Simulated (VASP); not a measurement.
# Nb16H3C in VASP: single point with PBE+D3(BJ)

Aim: the single point of Nb16H3C with PBE+D3(BJ).

All numbers are computed with VASP 6.6.1; they aren't measurements. Logs are shortened: lines on timing, memory, paths and dates and some standing lists are left out, and cuts for length are marked.

### Step 1. The cell of the first run

The cell holds a slab with vacuum, 20 atoms: a = 6.600 Å, b = 5.716 Å, c = 20.000 Å, α = 90.00°, β = 90.00°, γ = 54.74°.

### Step 2. Single point, PBE+D3(BJ)

The input, INCAR:

```
SYSTEM = Nb16H3C
  PREC = Accurate
  ENCUT = 520
  EDIFF = 1E-6
  ISMEAR = 0
  SIGMA = 0.1
  LREAL = Auto
  LASPH = .True.
  NELM = 80
  ALGO = Normal
  ISIF = 2
  LWAVE = .False.
  LCHARG = .False.
  GGA = PE
  IVDW = 12
  NBANDS = 124
```

The input, KPOINTS:

```
regular mesh
0
Gamma
  3 4 1
  0 0 0
```

The input, POSCAR:

```
Nb16H3C
1.0
    6.6000000000      0.0000000000      0.0000000000
    3.3000000000      4.6669050000      0.0000000000
    0.0000000000      0.0000000000     20.0003570000
Nb C H
16 1 3
Direct
   -0.2499999464      0.4999998929      0.0499991075
    0.2500000536      0.4999998929      0.0499991075
   -0.2500000000      1.0000000000      0.0499991075
    0.2500000000      1.0000000000      0.0499991075
   -0.0021044059     -0.0037333093      0.1610889746
    0.4961489656     -0.0039730828      0.1611774730
   -0.0021273677      0.4962183717      0.1614302185
    0.4972875920      0.4956987554      0.1616902138
   -0.2595110071      0.4924953476      0.2770693543
    0.2399256706      0.4914016891      0.2772333014
   -0.2604270141      0.9923716039      0.2759388245
    0.2406277559      0.9912475184      0.2788092733
   -0.0184006332     -0.0078850973      0.3918805549
    0.4850036214     -0.0152081519      0.3933805782
   -0.0198197954      0.4959959545      0.3854174703
    0.4847855638      0.4786570543      0.3890911047
    0.2849759905      0.8075546856      0.4800526811
    0.3769800015      0.5834860577      0.4995476331
    0.3651600577      0.8979156422      0.5101371441
    0.0912101695      0.9172532974      0.5003570686
```

Potentials or basis: VASP PAW PBE potentials, release 64 (Nb_sv, C, H).

On the command line:

```bash
$ cat potpaw_PBE.64/Nb_sv/POTCAR potpaw_PBE.64/C/POTCAR potpaw_PBE.64/H/POTCAR > POTCAR
$ mpirun -np 1 vasp_std > vasp.out
```

OUTCAR:

```text
SYSTEM = Nb16H3C
   PREC = Accurate
   ENCUT = 520
   EDIFF = 1E-6
   ISMEAR = 0
   LREAL = Auto
   LASPH = .True.
   NELM = 80
   ISIF = 2
   GGA = PE
   IVDW = 12
 IVDW          = 12

 ion  position               nearest neighbor table
   1  0.750  0.500  0.050-   7 2.76   8 2.80   4 2.86   3 2.86   3 2.86   4 2.86
   2  0.250  0.500  0.050-   8 2.76   7 2.79   3 2.86   4 2.86   4 2.86   3 2.86
   3  0.750  0.000  0.050-   5 2.75   6 2.79   2 2.86   1 2.86   1 2.86   2 2.86
   4  0.250  0.000  0.050-   6 2.75   5 2.78   1 2.86   2 2.86   2 2.86   1 2.86
   5  0.998  0.996  0.161-   3 2.75   4 2.78  12 2.84   8 2.86   7 2.86   7 2.86   8 2.86  11 2.87
[... 11 lines left out ...]
  11  0.740  0.992  0.276-   6 2.79  13 2.82   9 2.85  10 2.85  10 2.86   9 2.86   5 2.87  14 2.90

  12  0.241  0.991  0.279-  14 2.79  13 2.83   5 2.84   9 2.86  10 2.86  10 2.86   9 2.86   6 2.90

  13  0.982  0.992  0.392-  17 2.41  11 2.82  16 2.82  12 2.83  15 2.84  15 2.88  16 2.90
  14  0.485  0.985  0.393-  12 2.79  15 2.82  16 2.82  16 2.90  15 2.90  11 2.90
  15  0.980  0.496  0.385-   9 2.69  10 2.75  14 2.82  13 2.84  13 2.88  14 2.90
  16  0.485  0.479  0.389-  17 2.39  10 2.74  13 2.82  14 2.82   9 2.83  14 2.90  13 2.90
  17  0.285  0.808  0.480-  19 1.11  18 1.12  20 1.13  16 2.39  13 2.41
  18  0.377  0.583  0.500-  17 1.12
  19  0.365  0.898  0.510-  17 1.11
  20  0.091  0.917  0.500-  17 1.13

  LATTYP: Found a base centered orthorhombic cell.
 ALAT       =     6.6000000000
 B/A-ratio  =     1.4142136364
 C/A-ratio  =     3.0303571212

  Lattice vectors:

 A1 = (   3.3000000000,  -4.6669050000,   0.0000000000)
 A2 = (   3.3000000000,   4.6669050000,   0.0000000000)
 A3 = (   0.0000000000,   0.0000000000,  20.0003570000)

Analysis of symmetry for initial positions (statically):
=====================================================================
 Subroutine PRICEL returns:
 Original cell was already a primitive cell.

 Routine SETGRP: Setting up the symmetry group for a
 base centered orthorhombic supercell.

 Subroutine GETGRP returns: Found  1 space group operations
 (whereof  1 operations were pure point group operations)
 out of a pool of  8 trial point group operations.

The static configuration has the point symmetry C_1 .

Analysis of symmetry for dynamics (positions and initial velocities):
=====================================================================
 Subroutine PRICEL returns:
 Original cell was already a primitive cell.

 Routine SETGRP: Setting up the symmetry group for a
 base centered orthorhombic supercell.

 Subroutine GETGRP returns: Found  1 space group operations
[... 132 lines left out ...]
   POTIM  = 0.5000    time-step for ionic-motion
   TEBEG  =    0.0;   TEEND  =   0.0 temperature during run
   PSTRESS=    0.0 pullay stress
   NELECT =     215.0000    total number of electrons
   NUPDOWN=      -1.0000    fix difference up-down
   EMIN   =  10.00;   EMAX   =-10.00  energy-range for DOS
   EFERMI =   0.00;   METHOD = LEGACY
   ISMEAR =     0;   SIGMA  =   0.10  broadening in eV -4-tet -1-fermi 0-gaus
   EFERMI_NEDOS =   21; number of points for ismear=-14 and -15
   IALGO  =     38    algorithm
   IMIX   =      4    mixing-type and parameters
     AMIX     =   0.40;   BMIX     =  1.00
     AMIX_MAG =   1.60;   BMIX_MAG =  1.00
  volume/ion in A,a.u.               =      30.80       207.86
  Fermi-wavevector in a.u.,A,eV,Ry     =   1.152615  2.178126 18.075617  1.328520
  Thomas-Fermi vector in A             =   2.289264
   LORBIT       =      0    0 simple, 1 ext, 2 COOP (PROOUT), +10 PAW based schemes
   GGA     = PE    functional components
   LHFCALC =     F    Hartree Fock is set to
   AEXX    =    0.0000 exact exchange contribution
   IVDW    =    12    specifies the selected vdW correction
   LEPSILON=     F    determine dielectric tensor
   LRPA    =     F    only Hartree local field effects (RPA)
 non-spin polarized calculation
 Gauss-broadening in eV      SIGMA  =   0.10
  energy-cutoff  :      520.00
  volume of cell :      616.04
 maximum number of plane-waves:     16615
 NGX is ok and might be reduce to    50
   NGX = 25   NGY = 21   NGZ = 75

 number of electron     215.0000000 magnetization

 Free energy of the ion-electron system (eV)
  ---------------------------------------------------
  ext. energy  EPLUGINS =         0.00000000
  ---------------------------------------------------
  free energy    TOTEN  =      -176.13030657 eV

  energy without entropy =     -176.03654119  energy(sigma->0) =     -176.08342388

 E-fermi :   3.4253     XC(G=0):  -7.1012

 val. band max:        3.4228858935   @ k =   0.0000   0.2500   0.0000
 cond. band min:       3.4330080882   @ k =   0.0000   0.5000   0.0000
 fundamental gap:      0.0101221948
 Fermi energy:         3.4253106842

 k-point     1 :       0.0000    0.0000    0.0000
  band No.  band energies     occupation
      1     -51.2113      2.00000
      2     -51.1769      2.00000
      3     -51.1140      2.00000
      4     -51.0463      2.00000
      5     -51.0137      2.00000
      6     -51.0083      2.00000
[... 843 lines left out ...]
    118       4.6581      0.00000
    119       4.8252      0.00000
 [bands above 119 left out]

------------------------ aborting loop because EDIFF is reached ----------------------------------------

 Edisp (eV)   -9.28191

 E8    (eV) :    -4.5903

  FORCE on cell =-STRESS in cart. coord.  units (eV):
  Direction    XX          YY          ZZ          XY          YZ          ZX
  --------------------------------------------------------------------------------------
  -------------------------------------------------------------------------------------
  Total     -15.58004   -18.96351    -1.86324     0.56733     1.89373     2.23673
  in kB     -40.51992   -49.31949    -4.84583     1.47548     4.92513     5.81718
  external pressure =      -31.56 kB  Pullay stress =        0.00 kB

 VOLUME and BASIS-vectors are now :
 -----------------------------------------------------------------------------
  energy-cutoff  :      520.00
  volume of cell :      616.04
      direct lattice vectors                 reciprocal lattice vectors
     6.600000000  0.000000000  0.000000000     0.151515152 -0.107137385  0.000000000
     3.300000000  4.666905000  0.000000000     0.000000000  0.214274771  0.000000000
     0.000000000  0.000000000 20.000357000     0.000000000  0.000000000  0.049999108

 POSITION                                       TOTAL-FORCE (eV/Angst)
 -----------------------------------------------------------------------------------
      6.60000      2.33345      1.00000        -0.050592     -0.036345     -0.030321
      3.30000      2.33345      1.00000        -0.021174     -0.020852      0.042456
      4.95000      0.00000      1.00000        -0.015169     -0.062748     -0.038121
      1.65000      0.00000      1.00000        -0.041108     -0.042101      0.171056
      9.87379      4.64948      3.22184        -0.008070     -0.005890      0.001561
      6.56147      4.64836      3.22361        -0.008647     -0.004961      0.006573
[... 12 lines left out ...]
      5.37318      4.19049     10.20293         0.109734      0.117170     -0.011758
      3.62892      4.28073     10.00732         0.061075      0.046259     -0.015284
 -----------------------------------------------------------------------------------
    total drift:                               -0.007453      0.009315      0.005916

  FREE ENERGIE OF THE ION-ELECTRON SYSTEM (eV)
  ---------------------------------------------------
  free  energy   TOTEN  =      -185.4122151120 eV

  energy  without entropy=     -185.3184497331  energy(sigma->0) =     -185.36533242
```

stdout:

```text
POSCAR found type information on POSCAR NbC H
 POSCAR found :  3 types and      20 ions
 scaLAPACK will be used
 LDA part: xc-table for (Slater+PW92), standard interpolation
 POSCAR, INCAR and KPOINTS ok, starting setup
 FFT: planning ... GRIDC
 FFT: planning ... GRID_SOFT
 FFT: planning ... GRID
 WAVECAR not read
 entering main loop
```

Run time: 71 min. Hardware: 1 thread of Intel Xeon 8259CL, shared host; peak memory 0.9 GiB.

Results:

```yaml
Free_energy: -185.4122 eV
Largest_force: 0.181 eV/Å
Band_gap_on_the_k_mesh: zero (an odd number of electrons rules out a gap without spin polarisation)
Dispersion_energy_per_atom: -0.464 eV
```

Forces on the atoms (eV/Å):
```
Nb  -0.051 -0.036 -0.030
Nb  -0.021 -0.021  0.042
Nb  -0.015 -0.063 -0.038
Nb  -0.041 -0.042  0.171
Nb  -0.008 -0.006  0.002
Nb  -0.009 -0.005  0.007
Nb  -0.008 -0.002  0.006
Nb  -0.011 -0.007  0.005
Nb  -0.027 -0.010  0.004
Nb  -0.028 -0.013 -0.007
Nb  -0.026 -0.013  0.002
Nb  -0.025 -0.010  0.007
Nb  -0.037 -0.012 -0.009
Nb  -0.057 -0.033  0.038
Nb  -0.023  0.009 -0.011
Nb  -0.054 -0.032 -0.029
C    0.114  0.094 -0.078
H    0.156  0.037 -0.054
H    0.110  0.117 -0.012
H    0.061  0.046 -0.015
```

Caveat: there is no dipole correction, which matters where the two faces differ.
